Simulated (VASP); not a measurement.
A run of VASP 6.6.1 is set up as follows.

Contents of POSCAR:

```
ZnO
1.0
    3.2493782372      0.0000000000      0.0000000000
   -1.6246891186      2.8140440999      0.0000000000
    0.0000000000      0.0000000000      5.2364822833
Zn O
2 2
Direct
    0.3333333333      0.6666666667      0.4997512177
    0.6666666667      0.3333333333     -0.0002487823
    0.6666666667      0.3333333333      0.3792587823
    0.3333333333      0.6666666667      0.8792587823
```

File INCAR.step1:

```
SYSTEM = ZnO
  ALGO = Normal
  EDIFF = 1E-5
  ENCUT = 1480
  GGA = PE
  GGA_COMPAT = .False.
  ISMEAR = 0
  LASPH = .True.
  LCHARG = .False.
  LREAL = .False.
  LWAVE = .True.
  NBANDS = 26
  NELM = 120
  PREC = Accurate
  SIGMA = 0.01
```

The input INCAR.step2:

```
SYSTEM = ZnO
  ALGO = Normal
  EDIFF = 1E-6
  ENCUT = 1480
  GGA_COMPAT = .False.
  ISIF = 2
  ISMEAR = 0
  ISTART = 1
  LASPH = .True.
  LCHARG = .True.
  LELF = .True.
  LMIXTAU = .True.
  LREAL = .False.
  LVHAR = .True.
  LWAVE = .False.
  METAGGA = R2SCAN
  NBANDS = 26
  NELM = 120
  PREC = Accurate
  SIGMA = 0.01
```

Contents of KPOINTS:

```
k-points
0
Gamma
  8 8 4
  0 0 0
```

Potentials or basis: VASP PAW PBE potentials, release 64 (Zn, O_h).

The run is started by

```console
$ cat potpaw_PBE.64/Zn/POTCAR potpaw_PBE.64/O_h/POTCAR > POTCAR
$ cp INCAR.step1 INCAR
$ mpirun -np 1 vasp_std > vasp.out
$ cp INCAR.step2 INCAR
$ mpirun -np 1 vasp_std > vasp.out
```

Problem. What does it give for the band gap on the k mesh?

Solution. 1.22 eV.

Problem. Estimate the pressure.

Solution. -1.0 GPa.

Caveat: the PAW data sets were made with another functional, which shifts forces and pressure a little.
